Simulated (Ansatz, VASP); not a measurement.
# Two plane-wave programs on HfN

The input INCAR:

```
PREC = Accurate
ENCUT = 520
EDIFF = 1E-6
ISMEAR = 0
SIGMA = 0.15
LREAL = False
LASPH = True
NELM = 60
ALGO = Normal
ISIF = 2
LWAVE = False
LCHARG = False
GGA = PE
NBANDS = 14
```

Contents of KPOINTS:

```
regular mesh
0
Gamma
  22 22 22
```

The input POSCAR:

```
HfN
1.0
    0.0000000000      2.2738965586      2.2738965586
    2.2738965586      0.0000000000      2.2738965586
    2.2738965586      2.2738965586      0.0000000000
Hf N
1 1
Direct
    0.0000000000      0.0000000000      0.0000000000
    0.3680678772      0.3680678772      0.4453519254
```

Input for Ansatz:

```yaml
crystal:
  lattice:
    - [0.0, 2.2738965586, 2.2738965586]
    - [2.2738965586, 0.0, 2.2738965586]
    - [2.2738965586, 2.2738965586, 0.0]
  atoms:
    - { symbol: Hf, position: [0.0, 0.0, 0.0] }
    - { symbol: "N", position: [0.3680678772, 0.3680678772, 0.4453519254] }
basis:
  ecutwfc: 420
kpoints:
  mp_grid: { grid: [22, 22, 22] }
hamiltonian:
  xc: pbe
scf:
  occupations: { method: gaussian, width: 0.15 }
output:
  forces: true
  stress: true
  eigenvalues: true
  write_density: true
  write_potential: true
  elf: true
  volumetric_format: npy
```

Alike in both runs: task single point; functional PBE; k mesh 22 × 22 × 22; occupations gaussian, width 0.15 eV; no spin polarisation.

|  | VASP | Ansatz |
| --- | --- | --- |
| version | VASP 6.6.1 | Ansatz 0.2.0 |
| potentials or method | VASP PAW PBE potentials, release 64 (Hf_pv, N), cutoff 520 eV | scalar-relativistic, plane waves, PAW |
| valence electrons in the cell | 15 | 31 |

|  | VASP | Ansatz | Ansatz less VASP |
| --- | --- | --- | --- |
| gap on the k mesh at the Fermi level (eV) | none | none | - |
| rms of the force components (eV/Å) | 3.974 | 3.902 | -0.0723 |

Atom by atom the forces differ by 0.073 eV/Å (rms over components). A gap of «none» marks a metal or a gap that the smearing closes. The functional is the same, so the differences come from potentials, cutoffs and numerics. VASP's potentials hold 15 valence electrons a cell and Ansatz's 31, so a difference there can come from the potentials and not from the codes.

Spin-orbit coupling is off throughout.
